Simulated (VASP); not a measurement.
Here is a VASP 6.6.1 calculation.

The input INCAR:

```
SYSTEM = GdTePd2
PREC = Accurate
ENCUT = 520
EDIFF = 1E-7
ISMEAR = 0
SIGMA = 0.1
LREAL = .FALSE.
LASPH = .TRUE.
NELM = 150
ALGO = Normal
ISIF = 2
LWAVE = .FALSE.
LCHARG = .FALSE.
ISPIN = 2
MAGMOM = 7 7 0 0 0 0 0 0
LORBIT = 11
LMAXMIX = 6
GGA = PE
NBANDS = 58
```

File KPOINTS:

```
regular mesh
0
G
  6 6 2
  0 0 0
```

The input POSCAR:

```
GdTePd2
1.0
    4.6272389620      0.0000000038      0.0000000000
   -2.3136194843      4.0073064885      0.0000000000
    0.0000000000      0.0000000000      9.1664881848
Gd Te Pd
2 2 4
Direct
    0.3333333333      0.6666666667      0.7500000000
    0.6666666667      0.3333333333      0.2500000000
    0.0000000000      0.0000000000      0.0000000000
    0.0000000000      0.0000000000      0.5000000000
    0.3333333333      0.6666666667      0.4070597514
    0.3333333333      0.6666666667      0.0929402486
    0.6666666667      0.3333333333      0.5929402486
    0.6666666667      0.3333333333      0.9070597514
```

Potentials or basis: VASP PAW PBE potentials, release 64 (Gd, Te, Pd).

Command:

```sh
$ cat potpaw_PBE.64/Gd/POTCAR potpaw_PBE.64/Te/POTCAR potpaw_PBE.64/Pd/POTCAR > POTCAR
$ mpirun -np 1 vasp_std > vasp.out
```

(1) What does it give for the largest force?

(2) Estimate the site moments.

(3) Predict the pressure.

(4) Predict the net moment.

Answers

(1) 0.018 eV/Å.

(2) Gd +6.82; Te -0.00; Pd +0.03 μB.

(3) -0.1 GPa.

(4) 14.42 μB per cell.
